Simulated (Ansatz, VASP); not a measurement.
**HfC in VASP and in Ansatz**

The input INCAR:

```
ALGO     = Normal         # electronic algorithm
EDIFF    = 1E-6           # SCF threshold, eV
ENCUT    = 520            # plane-wave cutoff, eV
GGA      = CA             # functional
ISIF     = 2              # what is computed and relaxed
ISMEAR   = -1             # smearing method
LASPH    = T              # aspherical terms in the spheres
LCHARG   = T              # write CHGCAR
LELF     = T              # ELF
LREAL    = F              # projectors in reciprocal space
LVHAR    = T            
LWAVE    = F              # write WAVECAR
NBANDS   = 14             # bands
NELM     = 80             # most SCF steps
PREC     = Accurate       # precision mode
SIGMA    = 0.05           # smearing width, eV
```

Contents of KPOINTS:

```
k-points
0
Gamma
  12 12 12
```

File POSCAR:

```
HfC
1.0
    0.0000000000      2.3172240222      2.3172240222
    2.3172240222      0.0000000000      2.3172240222
    2.3172240222      2.3172240222      0.0000000000
Hf C
1 1
Direct
    0.5000000000      0.5000000000      0.5000000000
    0.0000000000      0.0000000000      0.0000000000
```

Input for Ansatz:

```yaml
crystal:
  lattice:
    - [0.0, 2.3172240222, 2.3172240222]
    - [2.3172240222, 0.0, 2.3172240222]
    - [2.3172240222, 2.3172240222, 0.0]
  atoms:
    - { symbol: Hf, position: [0.5, 0.5, 0.5] }
    - { symbol: C, position: [0.0, 0.0, 0.0] }
kpoints:
  mp_grid: { grid: [12, 12, 12] }
  band_path:
    path:
      - [0.0, 0.0, 0.0]
      - [0.5, 0.0, 0.5]
      - [0.625, 0.25, 0.625]
      - [0.375, 0.375, 0.75]
      - [0.0, 0.0, 0.0]
      - [0.5, 0.5, 0.5]
      - [0.5, 0.25, 0.75]
      - [0.5, 0.0, 0.5]
    npoints: 5
scf:
  occupations: { method: fermi_dirac, width: 0.05 }
hamiltonian:
  xc: lda
  pseudopotentials: { kind: all_electron, lapw: { basis_error: 0.00025 } }
output:
  forces: true
  stress: true
  eigenvalues: true
```

Change from the starting cell: volume scaled by 0.99.

Alike in both runs: task single point; functional LDA; k mesh 12 × 12 × 12; occupations fermi-dirac, width 0.05 eV; no spin polarisation.

|  | VASP | Ansatz |
| --- | --- | --- |
| version | VASP 6.6.1 | Ansatz 0.2.0 |
| potentials or method | VASP PAW LDA potentials, release 64 (Hf_pv, C), cutoff 520 eV | all-electron LAPW, scalar-relativistic |

Ansatz gave:

- pressure (GPa): -9.6

Estimate VASP's values.

pressure (GPa): -9.3.

LDA's correlation is that of Perdew and Zunger in VASP and of Perdew and Wang (1992) in Ansatz. Ansatz ran all-electron here, and VASP with PAW potentials.

Neither program's run includes spin-orbit coupling.
